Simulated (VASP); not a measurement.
Input of a VASP 6.6.1 run:

Contents of POSCAR:

```
Se
1.0
    4.2926573545      0.0000000000      0.0000000000
   -2.1463286772      3.7175503187      0.0000000000
    0.0000000000      0.0000000000      5.0408504812
Se
3
Direct
    0.2284670355      0.0000000000      0.3333333333
    0.0000000000      0.2284670355      0.6666666667
    0.7715329645      0.7715329645      0.0000000000
```

Contents of INCAR.step1:

```
SYSTEM = Se
PREC     = Accurate       ! precision mode
ENCUT    = 520            ! plane-wave cutoff, eV
EDIFF    = 1E-5           ! SCF threshold, eV
ISMEAR   = 0              ! smearing method
SIGMA    = 0.01           ! smearing width, eV
LREAL    = .FALSE.        ! projectors in reciprocal space
LASPH    = .TRUE.         ! aspherical terms in the spheres
NELM     = 100            ! most SCF steps
ALGO     = Normal         ! electronic algorithm
ISIF     = 2              ! what is computed and relaxed
LWAVE    = .TRUE.         ! write WAVECAR
NBANDS   = 16             ! bands
GGA      = PE             ! functional
```

Contents of INCAR.step2:

```
SYSTEM = Se
PREC     = Accurate       ! precision mode
ENCUT    = 520            ! plane-wave cutoff, eV
EDIFF    = 1E-6           ! SCF threshold, eV
ISMEAR   = 0              ! smearing method
SIGMA    = 0.01           ! smearing width, eV
LREAL    = .FALSE.        ! projectors in reciprocal space
LASPH    = .TRUE.         ! aspherical terms in the spheres
NELM     = 100            ! most SCF steps
ALGO     = Normal         ! electronic algorithm
ISIF     = 2              ! what is computed and relaxed
LWAVE    = .FALSE.        ! write WAVECAR
LCHARG   = .TRUE.         ! write CHGCAR
GGA      = PE             ! functional
LHFCALC  = .TRUE.         ! exact exchange
AEXX     = 0.5            ! exact-exchange fraction
HFSCREEN = 0.2078         ! screening, 1/A
PRECFOCK = Normal       
LELF     = .TRUE.         ! ELF
LVHAR    = .TRUE.       
NBANDS   = 16             ! bands
ISTART   = 1
```

Contents of KPOINTS:

```
regular mesh
0
G
  6 6 2
  0 0 0
```

Potentials or basis: VASP PAW PBE potentials, release 64 (Se).

The run is started by

```console
$ cat potpaw_PBE.64/Se/POTCAR > POTCAR
$ cp INCAR.step1 INCAR
$ mpirun -np 1 vasp_std > vasp.out
$ cp INCAR.step2 INCAR
$ mpirun -np 1 vasp_std > vasp.out
```

**Question.** Predict the pressure.

**Answer.** -2.2 GPa.

**Question.** Predict the band gap on the k mesh.

**Answer.** 2.46 eV (least direct gap 2.71 eV).

**Question.** Estimate the largest force.

**Answer.** 0.708 eV/Å.

Forces on the atoms (eV/Å):
```
Se  -0.708  0.000  0.000
Se   0.354 -0.613  0.000
Se   0.354  0.613  0.000
```

Caveat: the k points lie up to 0.62 Å⁻¹ apart; the PAW data sets were made with another functional, which shifts forces and pressure a little. A k mesh can miss the band edges.
